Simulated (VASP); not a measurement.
# Zn (Fm-3m) in VASP: settings compared

Zn is run at these levels: PBE0, PBEsol-based global hybrid with 25 % exact exchange, HSE06; tasks: single point.

All numbers are computed with VASP 6.6.1; they aren't measurements. Logs are shortened: lines on timing, memory, paths and dates and some standing lists are left out, and cuts for length are marked.

## 1. The cell of the first run

It takes space group Fm-3m (No. 225, cubic). Conventional cell: a = 3.914 Å, b = 3.914 Å, c = 3.914 Å, α = 90.00°, β = 90.00°, γ = 90.00°. Zn (site symmetry m-3m) has 12 Zn at 2.77 Å within 3.6 Å.

This isn't the form of Zn at room conditions, which is hcp.

## 2. Single point, PBE0

POSCAR reads:

```
Zn
1.0
    0.0000000000      1.9567815615      1.9567815615
    1.9567815615      0.0000000000      1.9567815615
    1.9567815615      1.9567815615      0.0000000000
Zn
1
Direct
    0.0000000000      0.0000000000      0.0000000000
```

INCAR.step1 reads:

```
SYSTEM = Zn
  PREC = Accurate
  ENCUT = 520
  EDIFF = 1E-5
  ISMEAR = -1
  SIGMA = 0.05
  LREAL = .False.
  LASPH = .True.
  NELM = 100
  ALGO = Normal
  ISIF = 2
  LWAVE = .True.
  LCHARG = .False.
  GGA = PE
  NBANDS = 12
```

INCAR.step2 reads:

```
SYSTEM = Zn
  PREC = Accurate
  ENCUT = 520
  EDIFF = 1E-6
  ISMEAR = -1
  SIGMA = 0.05
  LREAL = .False.
  LASPH = .True.
  NELM = 100
  ALGO = Normal
  ISIF = 2
  LWAVE = .False.
  LCHARG = .False.
  GGA = PE
  LHFCALC = .True.
  AEXX = 0.25
  PRECFOCK = Normal
  ISTART = 1
  NBANDS = 12
```

KPOINTS reads:

```
regular mesh
0
Gamma
  6 6 6
  0 0 0
```

Potentials or basis: VASP PAW PBE potentials, release 64 (Zn).

The run is started by

```bash
$ cat potpaw_PBE.64/Zn/POTCAR > POTCAR
$ cp INCAR.step1 INCAR
$ mpirun -np 1 vasp_std > vasp.out
$ cp INCAR.step2 INCAR
$ mpirun -np 1 vasp_std > vasp.out
```

OUTCAR:

```text
SYSTEM = Zn
   PREC = Accurate
   ENCUT = 520
   EDIFF = 1E-6
   ISMEAR = -1
   LREAL = .False.
   LASPH = .True.
   NELM = 100
   ISIF = 2
   GGA = PE
   LHFCALC = .True.
   AEXX = 0.25
   PRECFOCK = Normal
   ISTART = 1

 ion  position               nearest neighbor table
   1  0.000  0.000  0.000-

  LATTYP: Found a face centered cubic cell.
 ALAT       =     3.9135631230

  Lattice vectors:

 A1 = (   0.0000000000,   1.9567815615,   1.9567815615)
 A2 = (   1.9567815615,   0.0000000000,   1.9567815615)
 A3 = (   1.9567815615,   1.9567815615,   0.0000000000)

Analysis of symmetry for initial positions (statically):
=====================================================================
 Subroutine PRICEL returns:
 Original cell was already a primitive cell.

 Routine SETGRP: Setting up the symmetry group for a
 face centered cubic supercell.

 Subroutine GETGRP returns: Found 48 space group operations
 (whereof 48 operations were pure point group operations)
 out of a pool of 48 trial point group operations.

The static configuration has the point symmetry O_h .

Analysis of symmetry for dynamics (positions and initial velocities):
=====================================================================
 Subroutine PRICEL returns:
 Original cell was already a primitive cell.

 Routine SETGRP: Setting up the symmetry group for a
 face centered cubic supercell.

 Subroutine GETGRP returns: Found 48 space group operations
 (whereof 48 operations were pure point group operations)
 out of a pool of 48 trial point group operations.

The dynamic configuration has the point symmetry O_h .

 Subroutine INISYM returns: Found 48 space group operations
 (whereof 48 operations are pure point group operations),
 and found     1 'primitive' translations

----------------------------------------------------------------------------------------

                                     Primitive cell

  volume of cell :      14.9850

  direct lattice vectors                    reciprocal lattice vectors
     0.000000000  1.956781561  1.956781561    -0.255521623  0.255521623  0.255521623
     1.956781561  0.000000000  1.956781561     0.255521623 -0.255521623  0.255521623
     1.956781561  1.956781561  0.000000000     0.255521623  0.255521623 -0.255521623

  length of vectors
     2.767307023  2.767307023  2.767307023     0.442576433  0.442576433  0.442576433

  position of ions in fractional coordinates (direct lattice)
     0.000000000  0.000000000  0.000000000

  ion indices of the primitive-cell ions
   primitive index   ion index
                 1           1

----------------------------------------------------------------------------------------

 KPOINTS: regular mesh

Automatic generation of k-mesh.
 Grid dimensions read from file:
 generate k-points for:    6    6    6

 Generating k-lattice:

  Cartesian coordinates                     Fractional coordinates (reciprocal lattice)
    -0.042586937  0.042586937  0.042586937     0.166666667  0.000000000  0.000000000
     0.042586937 -0.042586937  0.042586937     0.000000000  0.166666667  0.000000000
     0.042586937  0.042586937 -0.042586937     0.000000000  0.000000000  0.166666667

  Length of vectors
     0.073762739  0.073762739  0.073762739

  Shift w.r.t. Gamma in fractional coordinates (k-lattice)
     0.000000000  0.000000000  0.000000000

 Subroutine IBZKPT returns following result:
 ===========================================

 Found     16 irreducible k-points:

 Following reciprocal coordinates:
            Coordinates               Weight
  0.000000  0.000000  0.000000      1.000000
  0.166667  0.000000  0.000000      8.000000
  0.333333  0.000000  0.000000      8.000000
  0.500000  0.000000  0.000000      4.000000
  0.166667  0.166667  0.000000      6.000000
  0.333333  0.166667  0.000000     24.000000
[... 8 lines left out ...]
 -0.333333  0.333333  0.166667     24.000000
 -0.333333  0.500000  0.166667     12.000000
   k-points           NKPTS =     16   k-points in BZ     NKDIM =    216   number of bands    NBANDS=     12
   number of dos      NEDOS =    301   number of ions     NIONS =      1
   total plane-waves  NPLWV =  13824
   dimension x,y,z NGX =    24 NGY =   24 NGZ =   24
   dimension x,y,z NGXF=    48 NGYF=   48 NGZF=   48
   ions per type =               1
   NGX,Y,Z   is equivalent  to a cutoff of  14.42, 14.42, 14.42 a.u.
   NGXF,Y,Z  is equivalent  to a cutoff of  28.84, 28.84, 28.84 a.u.
 SYSTEM =  Zn
   PREC   = accura    normal or accurate (medium, high low for compatibility)
   ISTART =      1    job   : 0-new  1-cont  2-samecut
   ICHARG =      0    charge: 1-file 2-atom 10-const
   ISPIN  =      1    spin polarized calculation?
   LNONCOLLINEAR =      F non collinear calculations
   LSORBIT =      F    spin-orbit coupling
   LASPH  =      T    aspherical Exc in radial PAW
   ENCUT  =  520.0 eV  38.22 Ry    6.18 a.u.   5.15  5.15  5.15*2*pi/ulx,y,z
   NELM   =    100;   NELMIN=  2; NELMDL=  0     # of ELM steps
   EDIFF  = 0.1E-05   stopping-criterion for ELM
   LREAL  =      F    real-space projection
   EDIFFG = 0.1E-04   stopping-criterion for IOM
   NSW    =      0    number of steps for IOM
   IBRION =     -1    ionic relax: 0-MD 1-quasi-New 2-CG
   NFREE  =      0    steps in history (QN), initial steepest desc. (CG)
   ISIF   =      2    stress and relaxation
   ISYM   =      3    0-nonsym 1-usesym 2-fastsym
   POTIM  = 0.5000    time-step for ionic-motion
   TEBEG  =    0.0;   TEEND  =   0.0 temperature during run
   PSTRESS=    0.0 pullay stress
   NELECT =      12.0000    total number of electrons
   NUPDOWN=      -1.0000    fix difference up-down
   EMIN   =  10.00;   EMAX   =-10.00  energy-range for DOS
   EFERMI =   0.00;   METHOD = LEGACY
   ISMEAR =    -1;   SIGMA  =   0.05  broadening in eV -4-tet -1-fermi 0-gaus
   EFERMI_NEDOS =   21; number of points for ismear=-14 and -15
   IALGO  =     38    algorithm
   IMIX   =      1    mixing-type and parameters
     AMIX     =   0.40;   BMIX     =  1.00
     AMIX_MAG =   1.60;   BMIX_MAG =  1.00
  volume/ion in A,a.u.               =      14.99       101.12
  Fermi-wavevector in a.u.,A,eV,Ry     =   1.520254  2.872864 31.445419  2.311173
  Thomas-Fermi vector in A             =   2.629130
   LORBIT       =      0    0 simple, 1 ext, 2 COOP (PROOUT), +10 PAW based schemes
   GGA     = PE    functional components
   LHFCALC =     T    Hartree Fock is set to
   PRECFOCK=normal    Normal, Fast or Accurate (Low or Medium for compatibility)
   ENCUT4O =  -1.0   cutoff for four orbital integrals eV
   NKREDX  =     1    reduce k-point grid by
   NKREDY  =     1    reduce k-point grid by
   NKREDZ  =     1    reduce k-point grid by
   AEXX    =    0.2500 exact exchange contribution
   HFSCREEN=    0.0000 screening length (either q_TF or 0.3 A-1)
   HFSCREENC=   0.0000 screening length for correlation (either q_TF or 0.3 A-1)
   ENCUTFOCK=  -1.0 apply spherical cutoff to Coloumb kernel
   IVDW    =     0    specifies the selected vdW correction
   LEPSILON=     F    determine dielectric tensor
   LRPA    =     F    only Hartree local field effects (RPA)
 non-spin polarized calculation
  energy-cutoff  :      520.00
  volume of cell :       14.99
 maximum number of plane-waves:       419
 NGX is ok and might be reduce to    24
  NGX = 16; NGY = 16; NGZ = 16

 number of electron      12.0000010 magnetization

 Free energy of the ion-electron system (eV)
  ---------------------------------------------------
  ext. energy  EPLUGINS =         0.00000000
  ---------------------------------------------------
  free energy    TOTEN  =        -1.11317309 eV

  energy without entropy =       -1.10607447  energy(sigma->0) =       -1.10962378

 E-fermi :   3.5824     XC(G=0):  -9.1206

 val. band max:        2.6289539300   @ k =  -0.3333   0.3333   0.1667
 cond. band min:       3.6170867797   @ k =  -0.3333   0.3333   0.1667
 fundamental gap:      0.9881328497
 Fermi energy:         3.5823683241

 k-point     1 :       0.0000    0.0000    0.0000
  band No.  band energies     occupation
      1      -9.0962      2.00000
      2      -7.2150      2.00000
      3      -7.2150      2.00000
      4      -7.2150      2.00000
      5      -6.8315      2.00000
      6      -6.8315      2.00000
      7      23.3074      0.00000
      8      23.3074      0.00000
      9      23.3074      0.00000
     10      23.4048      0.00000
     11      25.8396      0.00000
     12      25.8396      0.00000

 k-point     2 :       0.1667    0.0000    0.0000
  band No.  band energies     occupation
      1      -8.2217      2.00000
      2      -7.1950      2.00000
      3      -7.1419      2.00000
      4      -7.1418      2.00000
      5      -6.8330      2.00000
      6      -6.8330      2.00000
      7      15.6884      0.00000
      8      21.6510      0.00000
      9      21.6510      0.00000
     10      23.0539      0.00000
     11      28.4161      0.00000
     12      28.7941      0.00000

 k-point     3 :       0.3333    0.0000    0.0000
  band No.  band energies     occupation
      1      -7.7695      2.00000
      2      -7.1702      2.00000
      3      -7.1702      2.00000
      4      -6.6511      2.00000
      5      -6.6511      2.00000
      6      -4.8478      2.00000
      7       7.8532      0.00000
      8      20.4505      0.00000
      9      20.4505      0.00000
     10      22.2956      0.00000
     11      25.0781      0.00000
     12      25.0781      0.00000
[... 166 lines left out ...]
 k-point    15 :      -0.3333    0.3333    0.1667
  band No.  band energies     occupation
      1      -7.4545      2.00000
      2      -7.4113      2.00000
      3      -7.1329      2.00000
      4      -6.8433      2.00000
      5      -6.5126      2.00000
      6       2.6290      2.00000
      7       3.6171      0.66612
      8      10.9047      0.00000
      9      11.2764      0.00000
     10      23.6398      0.00000
     11      26.0904      0.00000
     12      31.0450      0.00000

 k-point    16 :      -0.3333    0.5000    0.1667
  band No.  band energies     occupation
      1      -7.6450      2.00000
      2      -7.5831      2.00000
      3      -6.9063      2.00000
      4      -6.7078      2.00000
      5      -6.4224      2.00000
      6       3.9789      0.00072
      7       6.4458      0.00000
      8       8.2848      0.00000
      9       9.3380      0.00000
     10      22.5748      0.00000
     11      23.6263      0.00000
     12      31.9714      0.00000

------------------------ aborting loop because EDIFF is reached ----------------------------------------

  FORCE on cell =-STRESS in cart. coord.  units (eV):
  Direction    XX          YY          ZZ          XY          YZ          ZX
  --------------------------------------------------------------------------------------
  -------------------------------------------------------------------------------------
  Total       -0.0084392     -0.0084392     -0.0084392     -0.0000000     -0.0000000     -0.0000000
  in kB       -0.9023048     -0.9023048     -0.9023048     -0.0000000     -0.0000000     -0.0000000
  external PRESSURE =      -0.9023048 kB  Pullay stress =       0.0000000 kB

 VOLUME and BASIS-vectors are now :
 -----------------------------------------------------------------------------
  energy-cutoff  :      520.00
  volume of cell :       14.99
      direct lattice vectors                 reciprocal lattice vectors
     0.000000000  1.956781561  1.956781561    -0.255521623  0.255521623  0.255521623
     1.956781561  0.000000000  1.956781561     0.255521623 -0.255521623  0.255521623
     1.956781561  1.956781561  0.000000000     0.255521623  0.255521623 -0.255521623

 POSITION                                       TOTAL-FORCE (eV/Angst)
 -----------------------------------------------------------------------------------
      0.00000      0.00000      0.00000         0.000000      0.000000      0.000000
 -----------------------------------------------------------------------------------
    total drift:                               -0.000000      0.000000     -0.000000

  FREE ENERGIE OF THE ION-ELECTRON SYSTEM (eV)
  ---------------------------------------------------
  free  energy   TOTEN  =        -1.1131730947 eV

  energy  without entropy=       -1.1060744742  energy(sigma->0) =       -1.10962378
```

Wall time 6.4 min (1 thread of AMD EPYC 7R13 (Zen 3), shared host); peak memory 0.12 GiB.

What came out:

```
Free energy            : -1.1132 eV
Pressure               : -0.1 GPa
Band gap on the k mesh : zero (bands 6 and 7 overlap by 2.60 eV)
```

Caveat: the k points lie up to 0.46 Å⁻¹ apart, too coarse for converged energies and pressures of a metal; the PAW data sets were made with another functional, which shifts forces and pressure a little.

## 3. Single point, PBE0

This run uses another cell than the first one, of 15.17 Å³/atom.

POSCAR reads:

```
Zn
1.0
    0.0000000000      1.9647760000      1.9647760000
    1.9647760000      0.0000000000      1.9647760000
    1.9647760000      1.9647760000      0.0000000000
Zn
1
Direct
    0.0000000000      0.0000000000      0.0000000000
```

INCAR.step1 reads:

```
SYSTEM = Zn
PREC = Accurate
ENCUT = 520
EDIFF = 1E-5
ISMEAR = -1
SIGMA = 0.05
LREAL = .FALSE.
LASPH = .TRUE.
NELM = 80
ALGO = Normal
ISIF = 2
LWAVE = .TRUE.
NBANDS = 12
GGA = PE
```

INCAR.step2 reads:

```
SYSTEM = Zn
PREC = Accurate
ENCUT = 520
EDIFF = 1E-7
ISMEAR = -1
SIGMA = 0.05
LREAL = .FALSE.
LASPH = .TRUE.
NELM = 80
ALGO = Normal
ISIF = 2
LWAVE = .FALSE.
LCHARG = .TRUE.
GGA = PE
LHFCALC = .TRUE.
AEXX = 0.25
PRECFOCK = Normal
LELF = .TRUE.
LVHAR = .TRUE.
NBANDS = 12
ISTART = 1
```

KPOINTS reads:

```
Automatic mesh
0
G
  6 6 6
  0 0 0
```

Potentials or basis: VASP PAW PBE potentials, release 64 (Zn).

The run is started by

```bash
$ cat potpaw_PBE.64/Zn/POTCAR > POTCAR
$ cp INCAR.step1 INCAR
$ mpirun -np 1 vasp_std > vasp.out
$ cp INCAR.step2 INCAR
$ mpirun -np 1 vasp_std > vasp.out
```

It took 8.4 min on 1 thread of AMD EPYC 7R13 (Zen 3), shared host; peak memory 0.12 GiB.

The run converged. Its results:

| Property | Result |
| --- | --- |
| Free energy | -1.1127 eV |
| Pressure | -0.9 GPa |
| Band gap on the k mesh | zero (bands 6 and 7 overlap by 2.64 eV) |

Levels at points of the mesh, in eV from the Fermi level:
| k point | band 2 | band 3 | band 4 | band 5 | band 6 | band 7 | band 8 | band 9 | band 10 | band 11 |
| --- | --- | --- | --- | --- | --- | --- | --- | --- | --- | --- |
| (0.00, 0.00, 0.00) | -10.74 | -10.74 | -10.74 | -10.37 | -10.37 | 19.57 | 19.57 | 19.57 | 19.75 | 22.12 |
| (0.50, 0.00, 0.00) | -10.75 | -10.75 | -10.06 | -10.06 | -4.14 | -2.21 | 16.48 | 16.48 | 18.22 | 19.92 |
| (0.50, 0.50, 0.00) | -11.35 | -10.08 | -9.97 | -9.97 | -1.93 | 1.98 | 9.25 | 9.25 | 12.76 | 14.24 |

Caveat: the k points lie up to 0.46 Å⁻¹ apart, too coarse for converged energies and pressures of a metal; the PAW data sets were made with another functional, which shifts forces and pressure a little.

## 4. Single point, PBEsol-based global hybrid with 25 % exact exchange

This run uses another cell than the first one, of 15.17 Å³/atom.

POSCAR is that of step 3.

INCAR.step1 reads:

```
ALGO     = Normal         # electronic algorithm
EDIFF    = 1E-5           # SCF threshold, eV
ENCUT    = 520            # plane-wave cutoff, eV
GGA      = PE             # functional
ISIF     = 2              # what is computed and relaxed
ISMEAR   = -1             # smearing method
LASPH    = T              # aspherical terms in the spheres
LREAL    = F              # projectors in reciprocal space
LWAVE    = T              # write WAVECAR
NBANDS   = 12             # bands
NELM     = 100            # most SCF steps
PREC     = Accurate       # precision mode
SIGMA    = 0.05           # smearing width, eV
```

INCAR.step2 reads:

```
AEXX     = 0.25           # exact-exchange fraction
ALGO     = Normal         # electronic algorithm
EDIFF    = 1E-6           # SCF threshold, eV
ENCUT    = 520            # plane-wave cutoff, eV
GGA      = PS             # functional
ISIF     = 2              # what is computed and relaxed
ISMEAR   = -1             # smearing method
ISTART   = 1            
LASPH    = T              # aspherical terms in the spheres
LCHARG   = T              # write CHGCAR
LELF     = T              # ELF
LHFCALC  = T              # exact exchange
LREAL    = F              # projectors in reciprocal space
LVHAR    = T            
LWAVE    = F              # write WAVECAR
NBANDS   = 12             # bands
NELM     = 100            # most SCF steps
PREC     = Accurate       # precision mode
PRECFOCK = Normal       
SIGMA    = 0.05           # smearing width, eV
```

KPOINTS reads:

```
k-points
0
Gamma
  6 6 6
```

The run is started by

```bash
$ cat potpaw_PBE.64/Zn/POTCAR > POTCAR
$ cp INCAR.step1 INCAR
$ mpirun -np 1 vasp_std > vasp.out
$ cp INCAR.step2 INCAR
$ mpirun -np 1 vasp_std > vasp.out
```

Wall time 6.6 min (1 thread of AMD EPYC 7R13 (Zen 3), shared host); peak memory 0.11 GiB.

Results (log left out):

```
Free energy            : -1.4174 eV
Pressure               : -4.5 GPa
Band gap on the k mesh : zero (bands 6 and 7 overlap by 2.65 eV)
```

Levels at points of the mesh, in eV from the Fermi level:
| k point | band 3 | band 4 | band 5 | band 6 | band 7 | band 8 | band 9 | band 10 |
| --- | --- | --- | --- | --- | --- | --- | --- | --- |
| (0.00, 0.00, 0.00) | -10.71 | -10.71 | -10.34 | -10.34 | 19.55 | 19.55 | 19.55 | 19.81 |
| (0.50, 0.00, 0.00) | -10.72 | -10.03 | -10.03 | -4.11 | -2.20 | 16.46 | 16.46 | 18.28 |
| (0.50, 0.50, 0.00) | -10.05 | -9.94 | -9.94 | -1.92 | 1.98 | 9.24 | 9.24 | 12.80 |

Caveat: the k points lie up to 0.46 Å⁻¹ apart, too coarse for converged energies and pressures of a metal; the PAW data sets were made with another functional, which shifts forces and pressure a little.

[end of part 1 of 2]

The gap in the log of VASP goes by the Fermi energy; the results here count the filled bands.